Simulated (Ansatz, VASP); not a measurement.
## One calculation of Zr2PdS3, two programs

```xyz
6
Lattice="3.3527 0.0000 0.0000 0.0000 3.3527 0.0000 0.0000 0.0000 10.1507" Properties=species:S:1:pos:R:3 pbc="T T T"
Zr    1.6763    1.6763    3.2972
Zr    1.6763    1.6763    6.8535
Pd    1.6763    1.6763    0.0000
S     0.0000    0.0000    8.5171
S     0.0000    0.0000    1.6336
S     0.0000    0.0000    5.0754
```

Change from the starting cell: species swapped into the Li3Tl2Cd type (P4/mmm, No. 123).

Alike in both runs: task relaxation of cell and atoms; functional PBE; k mesh 6 × 6 × 2; occupations gaussian, width 0.1 eV; no spin polarisation.

|  | VASP | Ansatz |
| --- | --- | --- |
| version | VASP 6.6.1 | Ansatz 0.2.0 |
| potentials or method | VASP PAW PBE potentials, release 64 (Zr_sv, Pd, S), cutoff 600 eV | scalar-relativistic, plane waves, PAW |
| valence electrons in the cell | 52 | 60 |

Ansatz gave:

| Property | Result |
| --- | --- |
| gap on the k mesh at the Fermi level, each at its own relaxed structure (eV) | none |
| relaxed volume (Å³/atom) | 16.89 |
| relaxed cell length with the largest relative difference (Å) | 9.620 |

Question: What did VASP give for the same quantities?

Answer: gap on the k mesh at the Fermi level, each at its own relaxed structure (eV): none; relaxed volume (Å³/atom): 16.89; relaxed cell length with the largest relative difference (Å): 9.625.

A gap of «none» marks a metal or a gap that the smearing closes. VASP's potentials hold 52 valence electrons a cell and Ansatz's 60, so a difference there can come from the potentials and not from the codes.
